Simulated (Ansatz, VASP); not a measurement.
## Ti: VASP beside Ansatz

File INCAR:

```
SYSTEM = Ti
ALGO = Normal
EDIFF = 1E-6
ENCUT = 520
GGA = PE
ISIF = 2
ISMEAR = -1
LASPH = .True.
LCHARG = .False.
LREAL = .False.
LWAVE = .False.
NBANDS = 12
NELM = 80
PREC = Accurate
SIGMA = 0.05
```

KPOINTS

```
k-points
0
Gamma
  15 15 15
  0 0 0
```

POSCAR

```
Ti
1.0
   -0.0609000000      1.9995500000      1.9995500000
    1.9995500000     -0.0609000000      1.9995500000
    1.9995500000      1.9995500000     -0.0609000000
Ti
1
Direct
    0.0000000000      0.0000000000      0.0000000000
```

Input for Ansatz:

```yaml
crystal:
  lattice:
    - [-0.0609, 1.99955, 1.99955]
    - [1.99955, -0.0609, 1.99955]
    - [1.99955, 1.99955, -0.0609]
  atoms:
    - { symbol: Ti, position: [0.0, 0.0, 0.0] }
kpoints:
  mp_grid: { grid: [15, 15, 15] }
  band_path:
    path:
      - [0.0, 0.0, 0.0]
      - [0.5, 0.5, 0.5]
      - [0.2579113083, 0.5, 0.7420886917]
      - [-0.2579113083, 0.2579113083, 0.5]
      - [0.0, 0.0, 0.5]
      - [0.0, 0.0, 0.0]
      - [-0.3789556542, 0.0, 0.3789556542]
      - [0.0, 0.3789556542, 0.6210443458]
      - [0.0, 0.5, 0.5]
    npoints: 5
scf:
  occupations: { method: fermi_dirac, width: 0.05 }
hamiltonian:
  xc: pbe
  pseudopotentials: { kind: all_electron, lapw: { basis_error: 0.00025 } }
output:
  forces: true
  stress: true
  eigenvalues: true
```

Change from the starting cell: equal xy, yz and zx shear strains of -3 %.

Alike in both runs: task single point; functional PBE; k mesh 15 × 15 × 15; occupations fermi-dirac, width 0.05 eV; no spin polarisation.

|  | VASP | Ansatz |
| --- | --- | --- |
| version | VASP 6.6.1 | Ansatz 0.2.0 |
| potentials or method | VASP PAW PBE potentials, release 64 (Ti_sv), cutoff 520 eV | all-electron LAPW, scalar-relativistic |

```tsv
	VASP	Ansatz	Ansatz less VASP
pressure (GPa)	4.2	4.5	+0.31
traceless stress, the component that is largest in VASP (GPa)	1.89	1.90	+0.014
```

Ansatz ran all-electron here, and VASP with PAW potentials.
